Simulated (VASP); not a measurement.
The system is SiC.

```xyz
2
Lattice="2.7864 0.0000 0.0000 0.0000 2.7864 0.0000 0.0000 0.0000 2.7864" Properties=species:S:1:pos:R:3 pbc="T T T"
Si    1.3932    1.3932    1.3932
C     0.0000    0.0000    0.0000
```

* Program: VASP 6.6.1
* Task: relaxation of cell and atoms
* Functional: PBE
* Potentials or basis: VASP PAW PBE potentials, release 64 (Si, C)
* Cutoff: 600 eV
* k mesh: 6 × 6 × 6
* Occupations: gaussian, width 0.1 eV
* Spin: no spin polarisation

At the start: pressure -19.6 GPa; volume 10.82 Å³/atom.

How do energy, volume and symmetry change on relaxing?

Over 3 steps the energy falls by 121.8 meV/atom and the volume is 9.16 Å³/atom (-15.3 %); space group Pm-3m (No. 221, to 0.05 Å).

Step by step:
| step | energy change (eV) | largest force (eV/Å) | pressure (GPa) | volume (Å³) |
| --- | --- | --- | --- | --- |
| 1 | 0.0000 | 0.0000 | -19.59 | 21.63 |
| 2 | -0.2321 | 0.0000 | 6.42 | 17.75 |
| 3 | -0.2435 | 0.0000 | 0.23 | 18.32 |

Final structure:
```
Si C
1.0
     2.63612    0.00000    0.00000
     0.00000    2.63612    0.00000
     0.00000    0.00000    2.63612
Si C
1 1
Direct
  0.50000 0.50000 0.50000
  0.00000 0.00000 0.00000
```

Caveat: the k points lie up to 0.40 Å⁻¹ apart in the final cell; the volume moved by over 15 % at a fixed basis, so the end points are rough.
